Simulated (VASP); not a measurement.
**MgCd5Te6: relaxation of cell and atoms with PBE**

The system is MgCd5Te6.

```
Mg Cd Te
1.0
     4.32295    0.00000    0.00000
    -2.16147    3.74378    0.00000
     0.00000    0.00000   21.27975
Mg Cd Te
1 5 6
Direct
  0.66667 0.33333 0.16679
  0.33333 0.66667 0.00012
  0.33333 0.66667 0.33345
  0.33333 0.66667 0.66679
  0.66667 0.33333 0.50012
  0.66667 0.33333 0.83345
  0.33333 0.66667 0.12488
  0.33333 0.66667 0.45821
  0.33333 0.66667 0.79155
  0.66667 0.33333 0.29155
  0.66667 0.33333 0.62488
  0.66667 0.33333 0.95821
```

```json
{"Program": "VASP 6.6.1", "Task": "relaxation of cell and atoms", "Functional": "PBE", "Potentials or basis": "VASP PAW PBE potentials, release 64 (Mg, Cd, Te)", "Cutoff": "600 eV", "k mesh": "6 × 6 × 1", "Occupations": "gaussian, width 0.1 eV", "Spin": "no spin polarisation", "Dipole correction": "no", "Further INCAR settings": "ALGO = Normal; EDIFF = 1e-06; IBRION = 2; EDIFFG = -0.04; NSW = 90; ISIF = 3"}
```

```yaml
Relaxed_volume: 36.03 Å³/atom
Relaxed_cell: a = 4.667 Å, b = 4.667 Å, c = 22.916 Å, α = 90.00°, β = 90.00°, γ = 120.00°
Space_group_after_relaxing_to_0.1_Å: P3m1 (No. 156)
Energy_gained_by_relaxing: 254.3 meV/atom
Ionic_steps: 9
Pressure_after_relaxing: 0.0 GPa
Largest_force_after_relaxing: 0.035 eV/Å
Band_gap_on_the_k_mesh: 0.79 eV
```

Forces in eV/Å, atoms in the order of the input:
```
Mg   0.000  0.000  0.012
Cd   0.000  0.000  0.014
Cd   0.000  0.000 -0.029
Cd   0.000  0.000  0.003
Cd   0.000  0.000 -0.008
Cd   0.000  0.000  0.030
Te   0.000  0.000 -0.013
Te   0.000  0.000 -0.035
Te   0.000  0.000  0.003
Te   0.000  0.000  0.003
Te   0.000  0.000 -0.010
Te   0.000  0.000  0.031
```

The path:
| step | energy change (eV) | largest force (eV/Å) | pressure (GPa) | volume (Å³) |
| --- | --- | --- | --- | --- |
| 1 | 0.0000 | 0.5906 | 13.63 | 344.40 |
| 2 | -2.5701 | 0.0638 | -2.88 | 481.02 |
| 3 | -3.0450 | 0.1058 | 0.11 | 431.63 |
| 4 | -3.0455 | 0.1016 | -0.04 | 433.51 |
| 5 | -3.0467 | 0.0821 | -0.04 | 433.46 |
| 6 | -3.0494 | 0.0549 | -0.03 | 433.32 |
| 7 | -3.0499 | 0.0867 | -0.02 | 433.05 |
| 8 | -3.0505 | 0.0577 | -0.03 | 433.16 |
| 9 | -3.0513 | 0.0350 | 0.03 | 432.34 |

Final structure:
```
CELL_PARAMETERS angstrom
4.66741 0.00000 0.00000
-2.33371 4.04210 0.00000
0.00000 0.00000 22.91620
ATOMIC_POSITIONS crystal
Mg 0.66667 0.33333 0.16568
Cd 0.33333 0.66667 0.00158
Cd 0.33333 0.66667 0.33274
Cd 0.33333 0.66667 0.66665
Cd 0.66667 0.33333 0.49990
Cd 0.66667 0.33333 0.83337
Te 0.33333 0.66667 0.12725
Te 0.33333 0.66667 0.45803
Te 0.33333 0.66667 0.79169
Te 0.66667 0.33333 0.28943
Te 0.66667 0.33333 0.62496
Te 0.66667 0.33333 0.95872
```

Levels at points of the mesh, in eV from the valence-band top:
```tsv
k point	band 45	band 46	band 47	band 48	band 49	band 50	band 51	band 52	band 53	band 54
(0.00, 0.00, 0.00)	-0.15	-0.15	-0.10	0.00	0.00	0.79	1.67	1.83	1.85	1.90
(0.50, 0.00, 0.00)	-1.07	-1.01	-1.00	-0.94	-0.69	2.07	2.22	2.51	2.54	2.57
```

It took 40 min on 1 thread of Intel Xeon 8259CL, on a shared host, peak memory 0.66 GiB.

Caveat: the volume moved by over 15 % at a fixed basis, so the end points are rough; spin-orbit coupling is left out, which moves the levels of the heavy elements.
